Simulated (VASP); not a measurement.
Wanted: the native input for a VASP 6.6.1 run.

| Quantity | Value |
| --- | --- |
| Task | single point |
| Functional | PBEsol |
| Potentials or basis | VASP PAW PBE potentials, release 64 (Sn_d) |
| Cutoff | 520 eV |
| k mesh | 5 × 5 × 5 |
| Occupations | fermi-dirac, width 0.05 eV |
| Spin | no spin polarisation |
| Dipole correction | no |
| Further INCAR settings | ALGO = Normal; EDIFF = 1e-06; NBANDS = 21 |

The structure of Sn lies in POSCAR:

```
Sn
1.0
   -2.9401404553      2.9401404553      1.5993019889
    2.9401404553     -2.9401404553      1.5993019889
    2.9401404553      2.9401404553     -1.5993019889
Sn
2
Direct
    0.0000000000      0.0000000000      0.0000000000
    0.7500000000      0.2500000000      0.5000000000
```

One way to write it, as run:

INCAR

```
SYSTEM = Sn
  PREC = Accurate
  ENCUT = 520
  EDIFF = 1E-6
  ISMEAR = -1
  SIGMA = 0.05
  LREAL = .FALSE.
  LASPH = .TRUE.
  NELM = 60
  ALGO = Normal
  ISIF = 2
  LWAVE = .FALSE.
  LCHARG = .FALSE.
  GGA = PS
  NBANDS = 21
```

KPOINTS

```
Automatic mesh
0
G
  5 5 5
  0 0 0
```

Potentials or basis: VASP PAW PBE potentials, release 64 (Sn_d).

The run is started by

```bash
$ cat potpaw_PBE.64/Sn_d/POTCAR > POTCAR
$ mpirun -np 1 vasp_std > vasp.out
```

It gave:

- Pressure: -1.1 GPa
- Band gap on the k mesh: zero (band 14 reaches 8.90 eV, above the bottom of band 15 at 6.45 eV)

Caveat: the k points lie up to 0.45 Å⁻¹ apart; the PAW data sets were made with another functional, which shifts forces and pressure a little; spin-orbit coupling is left out, which moves the levels of the heavy elements.

Run time: 22 s on 1 thread of Intel(R) Xeon(R) Platinum 8259CL CPU @ 2.50GHz (Skylake/Cascade Lake) (shared host), peak memory 0.2 GiB.
